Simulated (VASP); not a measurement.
# ZnS (wurtzite type) (P6_3mc) in VASP: a series of runs

Runs on ZnS (wurtzite type). Level: PBE. Tasks: single point, relaxation of cell and atoms.

Program: VASP 6.6.1. These are calculated values, not measurements. Logs are shortened: lines on timing, memory, paths and dates and some standing lists are left out, and cuts for length are marked.

### 1 The cell of the first run

It takes space group P6_3mc (No. 186, hexagonal). Conventional cell: a = 3.845 Å, b = 3.845 Å, c = 6.306 Å, α = 90.00°, β = 90.00°, γ = 120.00°. Within 3.1 Å of Zn (site symmetry 3m) lie 4 S at 2.36 Å. Within 3.1 Å of S (site symmetry 3m) lie 4 Zn at 2.36 Å.

### 2 Single point, PBE

Input file INCAR:

```
SYSTEM = ZnS
  ALGO = Normal
  EDIFF = 1E-6
  ENCUT = 520
  GGA = PE
  ISIF = 2
  ISMEAR = -1
  LASPH = .TRUE.
  LCHARG = .FALSE.
  LREAL = .FALSE.
  LWAVE = .FALSE.
  NBANDS = 26
  NELM = 100
  PREC = Accurate
  SIGMA = 0.03
```

Input file KPOINTS:

```
k-points
0
G
  12 12 7
  0 0 0
```

Input file POSCAR:

```
ZnS
1.0
    3.8451773550      0.0000000000      0.0000000000
   -1.9225886775      3.3300212715      0.0000000000
    0.0000000000      0.0000000000      6.3055372693
Zn S
2 2
Direct
    0.3333333333      0.6666666667      0.0007272007
    0.6666666667      0.3333333333      0.5007272007
    0.3333333333      0.6666666667      0.3752727993
    0.6666666667      0.3333333333      0.8752727993
```

Potentials or basis: VASP PAW PBE potentials, release 64 (Zn, S).

Launch:

```sh
cat potpaw_PBE.64/Zn/POTCAR potpaw_PBE.64/S/POTCAR > POTCAR
mpirun -np 1 vasp_std > vasp.out
```

OUTCAR:

```text
SYSTEM = ZnS
   EDIFF = 1E-6
   ENCUT = 520
   GGA = PE
   ISIF = 2
   ISMEAR = -1
   LASPH = .TRUE.
   LREAL = .FALSE.
   NELM = 100
   PREC = Accurate

 ion  position               nearest neighbor table
   1  0.333  0.667  0.001-   4 2.36   4 2.36   4 2.36   3 2.36
   2  0.667  0.333  0.501-   3 2.36   3 2.36   3 2.36   4 2.36
   3  0.333  0.667  0.375-   2 2.36   2 2.36   2 2.36   1 2.36
   4  0.667  0.333  0.875-   1 2.36   1 2.36   1 2.36   2 2.36

  LATTYP: Found a hexagonal cell.
 ALAT       =     3.8451773550
 C/A-ratio  =     1.6398560293

  Lattice vectors:

 A1 = (   3.8451773550,   0.0000000000,   0.0000000000)
 A2 = (  -1.9225886775,   3.3300212715,   0.0000000000)
 A3 = (   0.0000000000,   0.0000000000,   6.3055372693)

Analysis of symmetry for initial positions (statically):
=====================================================================
 Subroutine PRICEL returns:
 Original cell was already a primitive cell.

 Routine SETGRP: Setting up the symmetry group for a
 hexagonal supercell.

 Subroutine GETGRP returns: Found 12 space group operations
 (whereof  6 operations were pure point group operations)
 out of a pool of 24 trial point group operations.

The static configuration has the point symmetry C_3v.
 The point group associated with its full space group is C_6v.

Analysis of symmetry for dynamics (positions and initial velocities):
=====================================================================
 Subroutine PRICEL returns:
 Original cell was already a primitive cell.

 Routine SETGRP: Setting up the symmetry group for a
 hexagonal supercell.

 Subroutine GETGRP returns: Found 12 space group operations
 (whereof  6 operations were pure point group operations)
 out of a pool of 24 trial point group operations.

The dynamic configuration has the point symmetry C_3v.
 The point group associated with its full space group is C_6v.

 Subroutine INISYM returns: Found 12 space group operations
 (whereof  6 operations are pure point group operations),
 and found     1 'primitive' translations

----------------------------------------------------------------------------------------

                                     Primitive cell

  volume of cell :      80.7394

[... 83 lines left out ...]
   PREC   = accura    normal or accurate (medium, high low for compatibility)
   ISTART =      0    job   : 0-new  1-cont  2-samecut
   ICHARG =      2    charge: 1-file 2-atom 10-const
   ISPIN  =      1    spin polarized calculation?
   LNONCOLLINEAR =      F non collinear calculations
   LSORBIT =      F    spin-orbit coupling
   LASPH  =      T    aspherical Exc in radial PAW
   ENCUT  =  520.0 eV  38.22 Ry    6.18 a.u.   7.15  7.15 11.72*2*pi/ulx,y,z
   NELM   =    100;   NELMIN=  2; NELMDL= -5     # of ELM steps
   EDIFF  = 0.1E-05   stopping-criterion for ELM
   LREAL  =      F    real-space projection
   EDIFFG = 0.1E-04   stopping-criterion for IOM
   NSW    =      0    number of steps for IOM
   IBRION =     -1    ionic relax: 0-MD 1-quasi-New 2-CG
   NFREE  =      0    steps in history (QN), initial steepest desc. (CG)
   ISIF   =      2    stress and relaxation
   ISYM   =      2    0-nonsym 1-usesym 2-fastsym
   POTIM  = 0.5000    time-step for ionic-motion
   TEBEG  =    0.0;   TEEND  =   0.0 temperature during run
   PSTRESS=    0.0 pullay stress
   NELECT =      36.0000    total number of electrons
   NUPDOWN=      -1.0000    fix difference up-down
   EMIN   =  10.00;   EMAX   =-10.00  energy-range for DOS
   EFERMI =   0.00;   METHOD = LEGACY
   ISMEAR =    -1;   SIGMA  =   0.03  broadening in eV -4-tet -1-fermi 0-gaus
   EFERMI_NEDOS =   21; number of points for ismear=-14 and -15
   IALGO  =     38    algorithm
   IMIX   =      4    mixing-type and parameters
     AMIX     =   0.40;   BMIX     =  1.00
     AMIX_MAG =   1.60;   BMIX_MAG =  1.00
  volume/ion in A,a.u.               =      20.18       136.21
  Fermi-wavevector in a.u.,A,eV,Ry     =   1.250683  2.363448 21.282334  1.564207
  Thomas-Fermi vector in A             =   2.384666
   LORBIT       =      0    0 simple, 1 ext, 2 COOP (PROOUT), +10 PAW based schemes
   GGA     = PE    functional components
   LHFCALC =     F    Hartree Fock is set to
   AEXX    =    0.0000 exact exchange contribution
   IVDW    =     0    specifies the selected vdW correction
   LEPSILON=     F    determine dielectric tensor
   LRPA    =     F    only Hartree local field effects (RPA)
 non-spin polarized calculation
  energy-cutoff  :      520.00
  volume of cell :       80.74
 maximum number of plane-waves:      2199
 NGX is ok and might be reduce to    30
   NGX = 15   NGY = 15   NGZ = 23

 number of electron      36.0000027 magnetization

 Free energy of the ion-electron system (eV)
  ---------------------------------------------------
  ext. energy  EPLUGINS =         0.00000000
  ---------------------------------------------------
  free energy    TOTEN  =       -13.69386565 eV

  energy without entropy =      -13.69386565  energy(sigma->0) =      -13.69386565

 E-fermi :   2.5373     XC(G=0):  -9.5164

 val. band max:        1.9135755144   @ k =   0.0000   0.0000   0.0000
 cond. band min:       3.9956185572   @ k =   0.0000   0.0000   0.0000
 fundamental gap:      2.0820430428
 Fermi energy:         2.5372787385

 k-point     1 :       0.0000    0.0000    0.0000
  band No.  band energies     occupation
      1     -11.0940      2.00000
      2     -10.2051      2.00000
      3      -4.3417      2.00000
      4      -4.3300      2.00000
      5      -4.3300      2.00000
      6      -4.2519      2.00000
[... 685 lines left out ...]
     25      10.6079      0.00000
     26      11.5980      0.00000

 [... further k-points ...]
[... 5 lines left out ...]
  --------------------------------------------------------------------------------------
  -------------------------------------------------------------------------------------
  Total        0.0710683      0.0710683      0.0754362      0.0000000     -0.0000000      0.0000000
  in kB        1.4102657      1.4102657      1.4969422      0.0000000     -0.0000000      0.0000000
  external PRESSURE =       1.4391579 kB  Pullay stress =       0.0000000 kB

 VOLUME and BASIS-vectors are now :
 -----------------------------------------------------------------------------
  energy-cutoff  :      520.00
  volume of cell :       80.74
      direct lattice vectors                 reciprocal lattice vectors
     3.845177355  0.000000000  0.000000000     0.260066028  0.150149191  0.000000000
    -1.922588678  3.330021272  0.000000000     0.000000000  0.300298382  0.000000000
     0.000000000  0.000000000  6.305537269     0.000000000  0.000000000  0.158590768

 POSITION                                       TOTAL-FORCE (eV/Angst)
 -----------------------------------------------------------------------------------
     -0.00000      2.22001      0.00459         0.000000     -0.000000      0.001231
      1.92259      1.11001      3.15735        -0.000000      0.000000      0.001231
     -0.00000      2.22001      2.36630        -0.000000      0.000000     -0.001231
      1.92259      1.11001      5.51907         0.000000      0.000000     -0.001231
 -----------------------------------------------------------------------------------
    total drift:                                0.000000      0.000000     -0.000142

  FREE ENERGIE OF THE ION-ELECTRON SYSTEM (eV)
  ---------------------------------------------------
  free  energy   TOTEN  =       -13.6938656463 eV

  energy  without entropy=      -13.6938656463  energy(sigma->0) =      -13.69386565
```

OSZICAR:

```text
N       E                     dE             d eps       ncg     rms          rms(c)
DAV:   1     0.246885395895E+03    0.24689E+03   -0.17078E+04  3952   0.165E+03
DAV:   2     0.105130196808E+02   -0.23637E+03   -0.22586E+03  4056   0.350E+02
DAV:   3    -0.139350939055E+02   -0.24448E+02   -0.24200E+02  4726   0.112E+02
DAV:   4    -0.145392869844E+02   -0.60419E+00   -0.60285E+00  4668   0.178E+01
DAV:   5    -0.145484494379E+02   -0.91625E-02   -0.91596E-02  4798   0.215E+00    0.936E+00
DAV:   6    -0.137029781784E+02    0.84547E+00   -0.16359E+00  5956   0.364E+01    0.723E+00
DAV:   7    -0.136984392264E+02    0.45390E-02   -0.11651E+00  4204   0.631E+00    0.337E+00
DAV:   8    -0.136928668897E+02    0.55723E-02   -0.34754E-02  4918   0.187E+00    0.915E-01
DAV:   9    -0.136934777430E+02   -0.61085E-03   -0.80864E-03  5366   0.134E+00    0.219E-01
DAV:  10    -0.136936415816E+02   -0.16384E-03   -0.63920E-04  4562   0.322E-01    0.906E-02
DAV:  11    -0.136938634337E+02   -0.22185E-03   -0.36116E-04  4098   0.120E-01    0.552E-02
DAV:  12    -0.136938623896E+02    0.10441E-05   -0.11227E-05  4830   0.271E-02    0.113E-02
DAV:  13    -0.136938656082E+02   -0.32186E-05   -0.48260E-06  3978   0.142E-02    0.260E-03
DAV:  14    -0.136938656463E+02   -0.38127E-07   -0.40446E-07  3328   0.134E-02
   1 F= -.13693866E+02 E0= -.13693866E+02  d E =-.550921E-11
```

Wall time 64 s (1 thread of Intel Xeon 6975P-C (Granite Rapids), shared host); peak memory 0.28 GiB.

What came out:

```
Free energy            : -13.6939 eV
Pressure               : 0.1 GPa
Band gap on the k mesh : 2.08 eV, direct
```

A k mesh can miss the band edges. Expect the measured gap to be larger: semilocal functionals such as PBE lack the derivative discontinuity.

### 3 Relaxation of cell and atoms, PBE

This run uses another cell than the first one, of 19.40 Å³/atom, 0.961 times its volume.

Input file INCAR:

```
SYSTEM = ZnS
PREC = Accurate
ENCUT = 600
EDIFF = 1E-7
ISMEAR = -1
SIGMA = 0.03
LREAL = .FALSE.
LASPH = .TRUE.
NELM = 100
ALGO = Normal
ISIF = 3
LWAVE = .FALSE.
LCHARG = .FALSE.
GGA = PE
IBRION = 2
NSW = 100
EDIFFG = -0.005
```

Input file KPOINTS:

```
regular mesh
0
G
  12 12 7
  0 0 0
```

Input file POSCAR:

```
ZnS
1.0
    3.8020776069      0.0000000000      0.0000000000
   -1.9010388034      3.2926957947      0.0000000000
    0.0000000000      0.0000000000      6.1973864992
Zn S
2 2
Direct
    0.3333333333      0.6666666667      0.0000000000
    0.6666666667      0.3333333333      0.5000000000
    0.3333333333      0.6666666667      0.3760000000
    0.6666666667      0.3333333333      0.8760000000
```

Potentials or basis: VASP PAW PBE potentials, release 64 (Zn, S).

Launch:

```sh
cat potpaw_PBE.64/Zn/POTCAR potpaw_PBE.64/S/POTCAR > POTCAR
mpirun -np 1 vasp_std > vasp.out
```

OUTCAR:

```text
SYSTEM = ZnS
   PREC = Accurate
   ENCUT = 600
   EDIFF = 1E-7
   ISMEAR = -1
   LREAL = .FALSE.
   LASPH = .TRUE.
   NELM = 100
   ISIF = 3
   GGA = PE
   IBRION = 2
   NSW = 100
   EDIFFG = -0.005

 ion  position               nearest neighbor table
   1  0.333  0.667  0.000-   4 2.33   4 2.33   4 2.33   3 2.33
   2  0.667  0.333  0.500-   3 2.33   3 2.33   3 2.33   4 2.33
   3  0.333  0.667  0.376-   2 2.33   2 2.33   2 2.33   1 2.33
   4  0.667  0.333  0.876-   1 2.33   1 2.33   1 2.33   2 2.33

  LATTYP: Found a hexagonal cell.
 ALAT       =     3.8020776069
 C/A-ratio  =     1.6300000000

  Lattice vectors:

 A1 = (   3.8020776069,   0.0000000000,   0.0000000000)
 A2 = (  -1.9010388034,   3.2926957947,   0.0000000000)
 A3 = (   0.0000000000,   0.0000000000,   6.1973864992)

Analysis of symmetry for initial positions (statically):
=====================================================================
 Subroutine PRICEL returns:
 Original cell was already a primitive cell.

 Routine SETGRP: Setting up the symmetry group for a
 hexagonal supercell.

 Subroutine GETGRP returns: Found 12 space group operations
 (whereof  6 operations were pure point group operations)
[... 173 lines left out ...]

  FORCE on cell =-STRESS in cart. coord.  units (eV):
  Direction    XX          YY          ZZ          XY          YZ          ZX
  --------------------------------------------------------------------------------------
  -------------------------------------------------------------------------------------
  Total        1.4566573      1.4566573      1.7270322      0.0000000      0.0000000      0.0000000
  in kB       30.0806215     30.0806215     35.6639839      0.0000000      0.0000000      0.0000000
  external PRESSURE =      31.9417423 kB  Pullay stress =       0.0000000 kB
[... 291 lines left out ...]
--------------------------------------- Ionic step        9  -------------------------------------------

 number of electron      36.0000021 magnetization

 Free energy of the ion-electron system (eV)
  ---------------------------------------------------
  ext. energy  EPLUGINS =         0.00000000
  ---------------------------------------------------
  free energy    TOTEN  =       -13.69326658 eV

  energy without entropy =      -13.69326658  energy(sigma->0) =      -13.69326658

 E-fermi :   2.5150     XC(G=0):  -9.5081

 val. band max:        1.8973743658   @ k =   0.0000   0.0000   0.0000
 cond. band min:       3.9717230651   @ k =   0.0000   0.0000   0.0000
 fundamental gap:      2.0743486993
 Fermi energy:         2.5150099714

 k-point     1 :       0.0000    0.0000    0.0000
  band No.  band energies     occupation
      1     -11.0981      2.00000
      2     -10.2125      2.00000
      3      -4.3517      2.00000
      4      -4.3404      2.00000
      5      -4.3404      2.00000
      6      -4.2627      2.00000
[... 589 lines left out ...]
     21       7.7104      0.00000
     22       8.2325      0.00000

 [... further k-points ...]
[... 5 lines left out ...]
  --------------------------------------------------------------------------------------
  -------------------------------------------------------------------------------------
  Total        0.0155337      0.0155337      0.0063387      0.0000000      0.0000000      0.0000000
  in kB        0.3077052      0.3077052      0.1255620      0.0000000      0.0000000      0.0000000
  external PRESSURE =       0.2469908 kB  Pullay stress =       0.0000000 kB
[... 19 lines left out ...]
  FREE ENERGIE OF THE ION-ELECTRON SYSTEM (eV)
  ---------------------------------------------------
  free  energy   TOTEN  =       -13.6932665843 eV

  energy  without entropy=      -13.6932665843  energy(sigma->0) =      -13.69326658

 reached required accuracy - stopping structural energy minimisation
```

OSZICAR:

```text
N       E                     dE             d eps       ncg     rms          rms(c)
DAV:   1     0.252139648548E+03    0.25214E+03   -0.19171E+04  3344   0.219E+03
DAV:   2     0.102857443947E+02   -0.24185E+03   -0.23594E+03  3450   0.408E+02
DAV:   3    -0.138983064731E+02   -0.24184E+02   -0.23888E+02  3986   0.126E+02
DAV:   4    -0.145075127107E+02   -0.60921E+00   -0.60844E+00  4010   0.204E+01
[... 79 lines left out ...]
DAV:   2    -0.136932803930E+02    0.70101E-04   -0.52867E-04  3826   0.461E-01    0.284E-02
DAV:   3    -0.136932712261E+02    0.91669E-05   -0.24065E-05  3740   0.371E-02    0.143E-02
DAV:   4    -0.136932670579E+02    0.41683E-05   -0.32556E-06  3820   0.140E-02    0.500E-03
DAV:   5    -0.136932666302E+02    0.42770E-06   -0.66962E-07  4540   0.154E-02    0.180E-03
DAV:   6    -0.136932665843E+02    0.45872E-07   -0.29493E-07  2802   0.791E-03
   9 F= -.13693267E+02 E0= -.13693267E+02  d E =-.347504E-04
```

Run time: 5.7 min. Hardware: 1 thread of Intel Xeon 6975P-C (Granite Rapids), shared host; peak memory 0.3 GiB.

Results:

* Free energy: -13.6933 eV
* Relaxed volume: 20.22 Å³/atom
* Relaxed cell: a = 3.847 Å, b = 3.847 Å, c = 6.310 Å, α = 90.00°, β = 90.00°, γ = 120.00°
* Space group after relaxing (to 0.05 Å): P6_3mc (No. 186)
* Energy gained by relaxing: 8.1 meV/atom
* Ionic steps: 9
* Pressure after relaxing: 0.0 GPa
* Band gap on the k mesh: 2.07 eV, direct

Forces in eV/Å, atoms in the order of the input:
```
Zn   0.000  0.000  0.002
Zn   0.000  0.000  0.002
S    0.000  0.000 -0.002
S    0.000  0.000 -0.002
```

Step by step:
| step | energy change (eV) | largest force (eV/Å) | pressure (GPa) | volume (Å³) |
| --- | --- | --- | --- | --- |
| 1 | 0.0000 | 0.0203 | 3.19 | 77.59 |
| 2 | -0.0291 | 0.0193 | -0.90 | 82.01 |
| 3 | -0.0322 | 0.0203 | -0.01 | 80.92 |
| 4 | -0.0322 | 0.0203 | -0.05 | 80.98 |
| 5 | -0.0323 | 0.0174 | -0.07 | 80.98 |
| 6 | -0.0324 | 0.0126 | -0.08 | 80.97 |
| 7 | -0.0324 | 0.0111 | -0.06 | 80.96 |
| 8 | -0.0325 | 0.0023 | 0.07 | 80.84 |
| 9 | -0.0325 | 0.0023 | 0.02 | 80.88 |

Final structure:
```yaml
crystal:
  lattice:
    - [3.84734, 0.00000, 0.00000]
    - [-1.92367, 3.33189, 0.00000]
    - [0.00000, 0.00000, 6.30955]
  atoms:
    - { symbol: Zn, position: [0.33333, 0.66667, 0.00071] }
    - { symbol: Zn, position: [0.66667, 0.33333, 0.50071] }
    - { symbol: S, position: [0.33333, 0.66667, 0.37529] }
    - { symbol: S, position: [0.66667, 0.33333, 0.87529] }
```

A k mesh can miss the band edges. Expect the measured gap to be larger: semilocal functionals such as PBE lack the derivative discontinuity.
